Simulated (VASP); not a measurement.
# AlAu2 (I4/mmm) in VASP: notebook, part 2 of 2

VASP 6.6.1.

### Step 4. Single point, LDA

This run uses another cell than the first one, of 14.73 Å³/atom.

File INCAR:

```
SYSTEM = AlAu2
PREC     = Accurate       ! precision mode
ENCUT    = 520            ! plane-wave cutoff, eV
EDIFF    = 1E-6           ! SCF threshold, eV
ISMEAR   = 0              ! smearing method
SIGMA    = 0.15           ! smearing width, eV
LREAL    = .False.        ! projectors in reciprocal space
LASPH    = .True.         ! aspherical terms in the spheres
NELM     = 60             ! most SCF steps
ALGO     = Fast           ! electronic algorithm
ISIF     = 2              ! what is computed and relaxed
LWAVE    = .False.        ! write WAVECAR
LCHARG   = .False.        ! write CHGCAR
NBANDS   = 20             ! bands
```

File KPOINTS:

```
regular mesh
0
Gamma
  16 16 16
  0 0 0
```

File POSCAR:

```
AlAu2
1.0
   -1.6193000000      1.6193000000      4.2133000000
    1.6193000000     -1.6193000000      4.2133000000
    1.6193000000      1.6193000000     -4.2133000000
Al Au
1 2
Direct
    0.0000000000      0.0000000000      0.0000000000
    0.6570428093      0.6570428093      0.0000000000
    0.3429571907      0.3429571907      0.0000000000
```

Potentials or basis: VASP PAW LDA potentials, release 64 (Al, Au).

Run with:

```bash
$ cat potpaw_LDA.64/Al/POTCAR potpaw_LDA.64/Au/POTCAR > POTCAR
$ mpirun -np 1 vasp_std > vasp.out
```

OUTCAR:

```text
SYSTEM = AlAu2
   PREC = Accurate
   ENCUT = 520
   EDIFF = 1E-6
   ISMEAR = 0
   LREAL = .False.
   LASPH = .True.
   NELM = 60
   ISIF = 2

 ion  position               nearest neighbor table
   1  0.000  0.000  0.000-   2 2.64   2 2.64   2 2.64   3 2.64   2 2.64   3 2.64   3 2.64   3 2.64
                             2 2.89   3 2.89
   2  0.657  0.657  0.000-   1 2.64   1 2.64   1 2.64   1 2.64   3 2.65   3 2.77   3 2.77   3 2.77
                             3 2.77   1 2.89
   3  0.343  0.343  0.000-   1 2.64   1 2.64   1 2.64   1 2.64   2 2.65   2 2.77   2 2.77   2 2.77
                             2 2.77   1 2.89

  LATTYP: Found a body centered tetragonal cell.
 ALAT       =     3.2386000000
 C/A-ratio  =     2.6019267585

  Lattice vectors:

 A1 = (  -1.6193000000,   1.6193000000,   4.2133000000)
 A2 = (   1.6193000000,  -1.6193000000,   4.2133000000)
 A3 = (   1.6193000000,   1.6193000000,  -4.2133000000)

Analysis of symmetry for initial positions (statically):
=====================================================================
 Subroutine PRICEL returns:
 Original cell was already a primitive cell.

 Routine SETGRP: Setting up the symmetry group for a
 body centered tetragonal supercell.

 Subroutine GETGRP returns: Found 16 space group operations
 (whereof 16 operations were pure point group operations)
 out of a pool of 16 trial point group operations.

The static configuration has the point symmetry D_4h.

Analysis of symmetry for dynamics (positions and initial velocities):
=====================================================================
 Subroutine PRICEL returns:
 Original cell was already a primitive cell.

 Routine SETGRP: Setting up the symmetry group for a
 body centered tetragonal supercell.

 Subroutine GETGRP returns: Found 16 space group operations
 (whereof 16 operations were pure point group operations)
 out of a pool of 16 trial point group operations.

The dynamic configuration has the point symmetry D_4h.

[... 118 lines left out ...]
   IMIX   =      4    mixing-type and parameters
     AMIX     =   0.40;   BMIX     =  1.00
     AMIX_MAG =   1.60;   BMIX_MAG =  1.00
  volume/ion in A,a.u.               =      14.73        99.41
  Fermi-wavevector in a.u.,A,eV,Ry     =   1.353970  2.558633 24.942687  1.833236
  Thomas-Fermi vector in A             =   2.481181
   LORBIT       =      0    0 simple, 1 ext, 2 COOP (PROOUT), +10 PAW based schemes
   GGA     = CA    functional components
   LHFCALC =     F    Hartree Fock is set to
   AEXX    =    0.0000 exact exchange contribution
   IVDW    =     0    specifies the selected vdW correction
   LEPSILON=     F    determine dielectric tensor
   LRPA    =     F    only Hartree local field effects (RPA)
 non-spin polarized calculation
 RMM-DIIS sequential band-by-band and
 Gauss-broadening in eV      SIGMA  =   0.15
  energy-cutoff  :      520.00
  volume of cell :       44.19
 maximum number of plane-waves:      1210
   NGX = 17   NGY = 17   NGZ = 17

 number of electron      25.0000002 magnetization

 Free energy of the ion-electron system (eV)
  ---------------------------------------------------
  ext. energy  EPLUGINS =         0.00000000
  ---------------------------------------------------
  free energy    TOTEN  =       -14.04561390 eV

  energy without entropy =      -14.03853286  energy(sigma->0) =      -14.04207338

 E-fermi :  11.2763     XC(G=0): -12.8339

 val. band max:       11.2750086295   @ k =   0.3125   0.3125   0.0000
 cond. band min:      11.2834639010   @ k =  -0.4375   0.3125   0.0625
 fundamental gap:      0.0084552715
 Fermi energy:        11.2762625206

 k-point     1 :       0.0000    0.0000    0.0000
  band No.  band energies     occupation
      1      -0.7193      2.00000
      2       3.7287      2.00000
      3       4.1179      2.00000
      4       5.2245      2.00000
      5       5.6023      2.00000
      6       5.6403      2.00000
[... 541 lines left out ...]
     19      19.9442      0.00000
     20      22.1592      0.00000

 [... further k-points ...]

------------------------ aborting loop because EDIFF is reached ----------------------------------------

  FORCE on cell =-STRESS in cart. coord.  units (eV):
  Direction    XX          YY          ZZ          XY          YZ          ZX
  --------------------------------------------------------------------------------------
  -------------------------------------------------------------------------------------
  Total        3.5787003      3.5787003      4.6171498      0.0000000      0.0000000     -0.0000000
  in kB      129.7474709    129.7474709    167.3969490      0.0000000      0.0000000     -0.0000000
  external PRESSURE =     142.2972969 kB  Pullay stress =       0.0000000 kB

 VOLUME and BASIS-vectors are now :
 -----------------------------------------------------------------------------
  energy-cutoff  :      520.00
  volume of cell :       44.19
      direct lattice vectors                 reciprocal lattice vectors
    -1.619300000  1.619300000  4.213300000     0.000000000  0.308775397  0.118671825
     1.619300000 -1.619300000  4.213300000     0.308775397  0.000000000  0.118671825
     1.619300000  1.619300000 -4.213300000     0.308775397  0.308775397  0.000000000

 POSITION                                       TOTAL-FORCE (eV/Angst)
 -----------------------------------------------------------------------------------
      0.00000      0.00000      0.00000        -0.000000     -0.000000     -0.000000
      0.00000      0.00000      5.53664         0.000000      0.000000      0.182915
      0.00000      0.00000      2.88996        -0.000000     -0.000000     -0.182915
 -----------------------------------------------------------------------------------
    total drift:                                0.000000      0.000000     -0.000000

  FREE ENERGIE OF THE ION-ELECTRON SYSTEM (eV)
  ---------------------------------------------------
  free  energy   TOTEN  =       -14.0456139026 eV

  energy  without entropy=      -14.0385328610  energy(sigma->0) =      -14.04207338
```

It took 14 min on 1 thread of Intel Xeon 8259CL, shared host; peak memory 0.4 GiB.

Results:

```
Free energy            : -14.0456 eV
Pressure               : 14.2 GPa
Largest force          : 0.183 eV/Å
Band gap on the k mesh : zero (an odd number of electrons rules out a gap without spin polarisation)
```

Forces on the atoms (eV/Å):
```
Al   0.000  0.000  0.000
Au   0.000  0.000  0.183
Au   0.000  0.000 -0.183
```

Caveat: the cell stands under pressure; spin-orbit coupling is left out, which moves the levels of the heavy elements.

### Step 5. The runs side by side

| cell | further INCAR settings | gap on the mesh (eV) | pressure (GPa) | largest force (eV/Å) |
| --- | --- | --- | --- | --- |
| a = 4.617 Å, angles 138.1, 138.1, 60.8°, 3 atoms | ALGO = Fast; EDIFF = 1e-06; NBANDS = 20 | none | 21.8 | 1.64 |
| a = 4.706 Å, angles 139.3, 139.3, 58.9°, 3 atoms | ALGO = Fast; EDIFF = 1e-07; NBANDS = 20 | none | 17.4 | 0.79 |
| a = 4.795 Å, angles 140.5, 140.5, 57.1°, 3 atoms | ALGO = Fast; EDIFF = 1e-06; NBANDS = 20 | none | 14.2 | 0.18 |

Alike in all rows: task single point; level LDA; potentials or basis VASP PAW LDA potentials, release 64 (Al, Au); no spin polarisation; k mesh 16 × 16 × 16; cutoff (eV) 520; smearing gaussian 0.15 eV.

Caveats: spin-orbit coupling is left out, which moves the levels of the heavy elements; the stress differs along the axes, from 15 to 35 GPa (at least some runs); forces of over 1 eV/Å act on the atoms, so gaps and moduli don't describe the material at rest (at least some runs); the stress differs along the axes, from 14 to 25 GPa (at least some runs); the cell stands under pressure (at least some runs).

Absolute energies hang on the potentials; compare differences alone.
